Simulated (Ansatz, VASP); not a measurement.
# One calculation of KI, two programs

```
K I
1.0
     6.38908    0.00000    0.00000
    -3.19454    5.22978    0.00000
     0.00000    0.00000    7.03911
K I
2 2
Direct
  0.32934 0.65868 0.25000
  0.67066 0.34132 0.75000
  0.67146 0.34293 0.25000
  0.32854 0.65707 0.75000
```

Change from the starting cell: uniaxial_x strain +5.8%.

Alike in both runs: task single point; functional r2SCAN; k mesh 6 × 6 × 4; no spin polarisation.

|  | VASP | Ansatz |
| --- | --- | --- |
| version | VASP 6.6.1 | Ansatz 0.2.0 |
| potentials or method | VASP PAW PBE potentials, release 64 (K_sv, I) | plane waves, PAW |
| plane-wave cutoff (eV) | 520 | 500 |
| occupations | gaussian, width 0.01 eV | fixed |
| valence electrons in the cell | 32 | 52 |

|  | VASP | Ansatz | Ansatz less VASP |
| --- | --- | --- | --- |
| gap on the k mesh at the Fermi level (eV) | 4.30 | 4.30 | +0.003 |
| pressure (GPa) | -0.4 | -0.4 | 0.00 |
| traceless stress, the component that is largest in VASP (GPa) | 0.26 | 0.26 | -0.005 |

VASP's potentials were made for PBE, not for r2SCAN. VASP's potentials hold 32 valence electrons a cell and Ansatz's 52, so a difference there can come from the potentials and not from the codes.

Spin-orbit coupling is off throughout.
